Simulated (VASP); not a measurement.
Write the native input for VASP 6.6.1 that does the following.

| Property | Result |
| --- | --- |
| Task | single point |
| Functional | PBE |
| Potentials or basis | VASP PAW PBE potentials, release 64 (Zr_sv, H) |
| Cutoff | 520 eV |
| k mesh | 4 × 4 × 4 |
| Occupations | gaussian, width 0.1 eV |
| Spin | no spin polarisation |
| Dipole correction | no |
| Further INCAR settings | ALGO = Normal; EDIFF = 1e-06; NBANDS = 26 |

The structure of Zr3H lies in POSCAR:

```
Zr3H
1.0
    4.2506556314      0.0000000000      0.0000000000
    0.0000000000      4.2506556314      0.0000000000
    0.0000000000      0.0000000000      4.2506556314
Zr H
3 1
Direct
    0.5000000000      0.0000000000      0.0000000000
    0.0000000000      0.5000000000      0.0000000000
    0.0000000000      0.0000000000      0.5000000000
    0.5000000000      0.5000000000      0.5000000000
```

The input as run:

INCAR

```
SYSTEM = Zr3H
PREC = Accurate ; ENCUT = 520
EDIFF = 1E-6 ; ISMEAR = 0
SIGMA = 0.1 ; LREAL = .FALSE.
LASPH = .TRUE. ; NELM = 80
ALGO = Normal ; ISIF = 2
LWAVE = .FALSE. ; LCHARG = .FALSE.
GGA = PE ; NBANDS = 26
```

KPOINTS

```
regular mesh
0
G
  4 4 4
  0 0 0
```

Potentials or basis: VASP PAW PBE potentials, release 64 (Zr_sv, H).

The run is started by

```bash
$ cat potpaw_PBE.64/Zr_sv/POTCAR potpaw_PBE.64/H/POTCAR > POTCAR
$ mpirun -np 1 vasp_std > vasp.out
```

Results of the run:

| Property | Result |
| --- | --- |
| Pressure | 0.2 GPa |

Caveat: the k points lie up to 0.37 Å⁻¹ apart.

It took 15 s on 1 thread of Intel(R) Xeon(R) Platinum 8375C CPU @ 2.90GHz (Ice Lake), with other jobs on the host, peak memory 0.17 GiB.
